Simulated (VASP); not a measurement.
# Lu (P6_3/mmc) in VASP: single point with PBEsol

Aim: the single point of Lu with PBEsol.

All numbers are computed with VASP 6.6.1; they aren't measurements. Logs are shortened: lines on timing, memory, paths and dates and some standing lists are left out, and cuts for length are marked.

### 1 The cell of the first run

Symmetry: P6_3/mmc, No. 194, hexagonal system. The conventional cell has a = 3.444 Å, b = 3.444 Å, c = 5.348 Å, α = 90.00°, β = 90.00°, γ = 120.00°. Lu (site symmetry -6m2) has 12 Lu at 3.33 to 3.44 Å within 4.4 Å.

### 2 Single point, PBEsol

File INCAR:

```
PREC = Accurate
ENCUT = 520
EDIFF = 1E-7
ISMEAR = 0
SIGMA = 0.1
LREAL = False
LASPH = True
NELM = 60
ALGO = Fast
ISIF = 2
LWAVE = False
LCHARG = False
GGA = PS
NBANDS = 32
```

File KPOINTS:

```
Automatic mesh
0
Gamma
  15 15 8
```

File POSCAR:

```
Lu
1.0
    3.4440207017      0.0000000000      0.0000000000
   -1.7220103509      2.9826094189      0.0000000000
    0.0000000000      0.0000000000      5.3482213513
Lu
2
Direct
    0.3333333333      0.6666666667      0.2500000000
    0.6666666667      0.3333333333      0.7500000000
```

Potentials or basis: VASP PAW PBE potentials, release 64 (Lu).

Launch:

```bash
> cat potpaw_PBE.64/Lu/POTCAR > POTCAR
> mpirun -np 1 vasp_std > vasp.out
```

OUTCAR:

```text
PREC = Accurate
   ENCUT = 520
   EDIFF = 1E-7
   ISMEAR = 0
   LREAL = False
   LASPH = True
   NELM = 60
   ISIF = 2
   GGA = PS

 ion  position               nearest neighbor table
   1  0.333  0.667  0.250-   2 3.33   2 3.33   2 3.33   2 3.33   2 3.33   2 3.33
   2  0.667  0.333  0.750-   1 3.33   1 3.33   1 3.33   1 3.33   1 3.33   1 3.33

  LATTYP: Found a hexagonal cell.
 ALAT       =     3.4440207017
 C/A-ratio  =     1.5529004656

  Lattice vectors:

 A1 = (   3.4440207017,   0.0000000000,   0.0000000000)
 A2 = (  -1.7220103509,   2.9826094189,   0.0000000000)
 A3 = (   0.0000000000,   0.0000000000,   5.3482213513)

Analysis of symmetry for initial positions (statically):
=====================================================================
 Subroutine PRICEL returns:
 Original cell was already a primitive cell.

 Routine SETGRP: Setting up the symmetry group for a
 hexagonal supercell.

 Subroutine GETGRP returns: Found 24 space group operations
 (whereof 12 operations were pure point group operations)
 out of a pool of 24 trial point group operations.

The static configuration has the point symmetry D_3d.
 The point group associated with its full space group is D_6h.

Analysis of symmetry for dynamics (positions and initial velocities):
=====================================================================
 Subroutine PRICEL returns:
 Original cell was already a primitive cell.

 Routine SETGRP: Setting up the symmetry group for a
 hexagonal supercell.

 Subroutine GETGRP returns: Found 24 space group operations
 (whereof 12 operations were pure point group operations)
 out of a pool of 24 trial point group operations.

The dynamic configuration has the point symmetry D_3d.
 The point group associated with its full space group is D_6h.

 Subroutine INISYM returns: Found 24 space group operations
 (whereof 12 operations are pure point group operations),
 and found     1 'primitive' translations

----------------------------------------------------------------------------------------

                                     Primitive cell

  volume of cell :      54.9378

  direct lattice vectors                    reciprocal lattice vectors
     3.444020702  0.000000000  0.000000000     0.290358301  0.167638443  0.000000000
    -1.722010351  2.982609419  0.000000000     0.000000000  0.335276887  0.000000000
     0.000000000  0.000000000  5.348221351     0.000000000  0.000000000  0.186978050

  length of vectors
     3.444020702  3.444020702  5.348221351     0.335276887  0.335276887  0.186978050

  position of ions in fractional coordinates (direct lattice)
     0.333333333  0.666666667  0.250000000
     0.666666667  0.333333333  0.750000000

  ion indices of the primitive-cell ions
   primitive index   ion index
                 1           1
                 2           2

----------------------------------------------------------------------------------------

 KPOINTS: Automatic mesh

Automatic generation of k-mesh.
 Grid dimensions read from file:
 generate k-points for:   15   15    8

 Generating k-lattice:

  Cartesian coordinates                     Fractional coordinates (reciprocal lattice)
     0.019357220  0.011175896  0.000000000     0.066666667  0.000000000  0.000000000
     0.000000000  0.022351792  0.000000000     0.000000000  0.066666667  0.000000000
     0.000000000  0.000000000  0.023372256     0.000000000  0.000000000  0.125000000

  Length of vectors
     0.022351792  0.022351792  0.023372256

  Shift w.r.t. Gamma in fractional coordinates (k-lattice)
     0.000000000  0.000000000  0.000000000

 Subroutine IBZKPT returns following result:
 ===========================================

 Found    135 irreducible k-points:

 Following reciprocal coordinates:
            Coordinates               Weight
  0.000000  0.000000  0.000000      1.000000
  0.066667  0.000000  0.000000      6.000000
  0.133333  0.000000  0.000000      6.000000
  0.200000  0.000000  0.000000      6.000000
  0.266667  0.000000  0.000000      6.000000
  0.333333  0.000000  0.000000      6.000000
[... 16 lines left out ...]
  0.333333  0.200000  0.000000     12.000000
  0.400000  0.200000  0.000000      6.000000
 [... further k-points ...]
   k-points           NKPTS =    135   k-points in BZ     NKDIM =    135   number of bands    NBANDS=     32
   number of dos      NEDOS =    301   number of ions     NIONS =      2
   total plane-waves  NPLWV =  31360
   dimension x,y,z NGX =    28 NGY =   28 NGZ =   40
   dimension x,y,z NGXF=    56 NGYF=   56 NGZF=   80
   ions per type =               2
   NGX,Y,Z   is equivalent  to a cutoff of  13.52, 13.52, 12.43 a.u.
   NGXF,Y,Z  is equivalent  to a cutoff of  27.03, 27.03, 24.87 a.u.
 SYSTEM =  unknown system
   PREC   = accura    normal or accurate (medium, high low for compatibility)
   ISTART =      0    job   : 0-new  1-cont  2-samecut
   ICHARG =      2    charge: 1-file 2-atom 10-const
   ISPIN  =      1    spin polarized calculation?
   LNONCOLLINEAR =      F non collinear calculations
   LSORBIT =      F    spin-orbit coupling
   LASPH  =      T    aspherical Exc in radial PAW
   ENCUT  =  520.0 eV  38.22 Ry    6.18 a.u.   6.40  6.40  9.94*2*pi/ulx,y,z
   NELM   =     60;   NELMIN=  2; NELMDL= -5     # of ELM steps
   EDIFF  = 0.1E-06   stopping-criterion for ELM
   LREAL  =      F    real-space projection
   EDIFFG = 0.1E-05   stopping-criterion for IOM
   NSW    =      0    number of steps for IOM
   IBRION =     -1    ionic relax: 0-MD 1-quasi-New 2-CG
   NFREE  =      0    steps in history (QN), initial steepest desc. (CG)
   ISIF   =      2    stress and relaxation
   ISYM   =      2    0-nonsym 1-usesym 2-fastsym
   POTIM  = 0.5000    time-step for ionic-motion
   TEBEG  =    0.0;   TEEND  =   0.0 temperature during run
   PSTRESS=    0.0 pullay stress
   NELECT =      50.0000    total number of electrons
   NUPDOWN=      -1.0000    fix difference up-down
   EMIN   =  10.00;   EMAX   =-10.00  energy-range for DOS
   EFERMI =   0.00;   METHOD = LEGACY
   ISMEAR =     0;   SIGMA  =   0.10  broadening in eV -4-tet -1-fermi 0-gaus
   EFERMI_NEDOS =   21; number of points for ismear=-14 and -15
   IALGO  =     68    algorithm
   IMIX   =      4    mixing-type and parameters
     AMIX     =   0.40;   BMIX     =  1.00
     AMIX_MAG =   1.60;   BMIX_MAG =  1.00
  volume/ion in A,a.u.               =      27.47       185.37
  Fermi-wavevector in a.u.,A,eV,Ry     =   1.586503  2.998057 34.245767  2.516993
  Thomas-Fermi vector in A             =   2.685804
   LORBIT       =      0    0 simple, 1 ext, 2 COOP (PROOUT), +10 PAW based schemes
   GGA     = PS    functional components
   LHFCALC =     F    Hartree Fock is set to
   AEXX    =    0.0000 exact exchange contribution
   IVDW    =     0    specifies the selected vdW correction
   LEPSILON=     F    determine dielectric tensor
   LRPA    =     F    only Hartree local field effects (RPA)
 non-spin polarized calculation
 RMM-DIIS sequential band-by-band and
 Gauss-broadening in eV      SIGMA  =   0.10
  energy-cutoff  :      520.00
  volume of cell :       54.94
 maximum number of plane-waves:      1498
 NGX is ok and might be reduce to    28
   NGX = 13   NGY = 13   NGZ = 19

 number of electron      50.0000017 magnetization

 Free energy of the ion-electron system (eV)
  ---------------------------------------------------
  ext. energy  EPLUGINS =         0.00000000
  ---------------------------------------------------
  free energy    TOTEN  =        -9.90973000 eV

  energy without entropy =       -9.89411608  energy(sigma->0) =       -9.90192304

 E-fermi :   2.2934     XC(G=0): -11.0610

 val. band max:        2.2810818874   @ k =   0.2000   0.2000   0.2500
 cond. band min:       2.3056812475   @ k =   0.3333   0.0667   0.1250
 fundamental gap:      0.0245993601
 Fermi energy:         2.2933577235

 k-point     1 :       0.0000    0.0000    0.0000
  band No.  band energies     occupation
      1     -53.7461      2.00000
      2     -53.6978      2.00000
      3     -24.7667      2.00000
      4     -24.2413      2.00000
      5     -24.2413      2.00000
      6     -24.1356      2.00000
[... 24 lines left out ...]
     31       5.8199      0.00000
     32       5.8199      0.00000

 k-point     2 :       0.0667    0.0000    0.0000
  band No.  band energies     occupation
      1     -53.7447      2.00000
      2     -53.6974      2.00000
      3     -24.7580      2.00000
      4     -24.2585      2.00000
      5     -24.2474      2.00000
      6     -24.1539      2.00000
[... 24 lines left out ...]
     31       5.6518      0.00000
     32       5.7003      0.00000

 k-point     3 :       0.1333    0.0000    0.0000
  band No.  band energies     occupation
      1     -53.7408      2.00000
      2     -53.6963      2.00000
      3     -24.7325      2.00000
      4     -24.3069      2.00000
      5     -24.2641      2.00000
      6     -24.2048      2.00000
[... 24 lines left out ...]
     31       5.6335      0.00000
     32       5.7221      0.00000

 k-point     4 :       0.2000    0.0000    0.0000
  band No.  band energies     occupation
      1     -53.7349      2.00000
      2     -53.6948      2.00000
      3     -24.6925      2.00000
      4     -24.3785      2.00000
      5     -24.2878      2.00000
      6     -24.2777      2.00000
[... 24 lines left out ...]
     31       6.0747      0.00000
     32       6.2135      0.00000

 k-point     5 :       0.2667    0.0000    0.0000
  band No.  band energies     occupation
      1     -53.7278      2.00000
      2     -53.6934      2.00000
      3     -24.6416      2.00000
      4     -24.4612      2.00000
      5     -24.3583      2.00000
      6     -24.3141      2.00000
[... 584 lines left out ...]
     31       7.2210      0.00000
     32       8.1970      0.00000

 k-point    22 :       0.2667    0.2000    0.0000
  band No.  band energies     occupation
      1     -53.7122      2.00000
      2     -53.6929      2.00000
      3     -24.5506      2.00000
      4     -24.5163      2.00000
      5     -24.4976      2.00000
      6     -24.3712      2.00000
[... 24 lines left out ...]
     31       7.6717      0.00000
     32       8.9732      0.00000

 k-point    23 :       0.3333    0.2000    0.0000
  band No.  band energies     occupation
      1     -53.7071      2.00000
      2     -53.6941      2.00000
      3     -24.5881      2.00000
      4     -24.4949      2.00000
      5     -24.4669      2.00000
      6     -24.4129      2.00000
[... 24 lines left out ...]
     31       7.9633      0.00000
     32       9.2894      0.00000

 k-point    24 :       0.4000    0.2000    0.0000
  band No.  band energies     occupation
      1     -53.7048      2.00000
      2     -53.6949      2.00000
      3     -24.6012      2.00000
      4     -24.4870      2.00000
      5     -24.4428      2.00000
      6     -24.4350      2.00000
[... 24 lines left out ...]
     31       8.1274      0.00000
     32       8.8960      0.00000

 [... further k-points ...]
[... 5 lines left out ...]
  --------------------------------------------------------------------------------------
  -------------------------------------------------------------------------------------
  Total        0.0273300      0.0273300      0.0302383     -0.0000000      0.0000000      0.0000000
  in kB        0.7970378      0.7970378      0.8818548     -0.0000000      0.0000000      0.0000000
  external PRESSURE =       0.8253101 kB  Pullay stress =       0.0000000 kB

 VOLUME and BASIS-vectors are now :
 -----------------------------------------------------------------------------
  energy-cutoff  :      520.00
  volume of cell :       54.94
      direct lattice vectors                 reciprocal lattice vectors
     3.444020702  0.000000000  0.000000000     0.290358301  0.167638443  0.000000000
    -1.722010351  2.982609419  0.000000000     0.000000000  0.335276887  0.000000000
     0.000000000  0.000000000  5.348221351     0.000000000  0.000000000  0.186978050

 POSITION                                       TOTAL-FORCE (eV/Angst)
 -----------------------------------------------------------------------------------
     -0.00000      1.98841      1.33706        -0.000000      0.000000      0.000000
      1.72201      0.99420      4.01117         0.000000      0.000000      0.000000
 -----------------------------------------------------------------------------------
    total drift:                               -0.000000      0.000000     -0.000000

  FREE ENERGIE OF THE ION-ELECTRON SYSTEM (eV)
  ---------------------------------------------------
  free  energy   TOTEN  =        -9.9097299955 eV

  energy  without entropy=       -9.8941160843  energy(sigma->0) =       -9.90192304
```

Wall time 5.2 min (1 thread of Intel Xeon 6975P-C (Granite Rapids), shared host); peak memory 0.33 GiB.

What came out:

* Free energy: -9.9097 eV
* Pressure: 0.1 GPa
* Band gap on the k mesh: zero (bands 25 and 26 overlap by 1.93 eV)

Caveat: the PAW data sets were made with another functional, which shifts forces and pressure a little; spin-orbit coupling is left out, which moves the levels of the heavy elements.

The gap in the log of VASP goes by the Fermi energy; the results here count the filled bands.